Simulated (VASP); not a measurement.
A run of VASP 6.6.1 is set up as follows.

The input INCAR:

```
SYSTEM = BeAl6
PREC = Accurate ; ENCUT = 600
EDIFF = 1E-7 ; ISMEAR = 0
SIGMA = 0.1 ; LREAL = .False.
LASPH = .True. ; NELM = 60
ALGO = Fast ; ISIF = 3
LWAVE = .False. ; LCHARG = .False.
GGA = PE ; IBRION = 2
NSW = 100 ; EDIFFG = -0.01
```

KPOINTS

```
Automatic mesh
0
Gamma
  8 8 10
  0 0 0
```

File POSCAR:

```
BeAl6
1.0
    2.8249420002     -5.6063046667      0.0000000000
    2.8249420002      5.6063046667      0.0000000000
    0.0000000000      0.0000000000      3.7530886959
Be Al
1 6
Direct
    0.5000000000      0.5000000000      0.5000000000
    0.8700962550      0.6385270307      0.0000000000
    0.1299037450      0.3614729693      0.0000000000
    0.6385270307      0.8700962550      0.0000000000
    0.3614729693      0.1299037450      0.0000000000
    0.7415778235      0.2584221765      0.5000000000
    0.2584221765      0.7415778235      0.5000000000
```

Potentials or basis: VASP PAW PBE potentials, release 64 (Be, Al).

Launch:

```sh
$ cat potpaw_PBE.64/Be/POTCAR potpaw_PBE.64/Al/POTCAR > POTCAR
$ mpirun -np 1 vasp_std > vasp.out
```

What does it give for the relaxed volume?

16.94 Å³/atom.

Estimate the band gap on the k mesh.

zero (bands 10 and 11 overlap by 4.69 eV).

Forces in eV/Å, atoms in the order of the input:
```
Be   0.000  0.000  0.000
Al   0.001  0.002  0.000
Al  -0.001 -0.002  0.000
Al   0.001 -0.002  0.000
Al  -0.001  0.002  0.000
Al   0.000  0.005  0.000
Al   0.000 -0.005  0.000
```
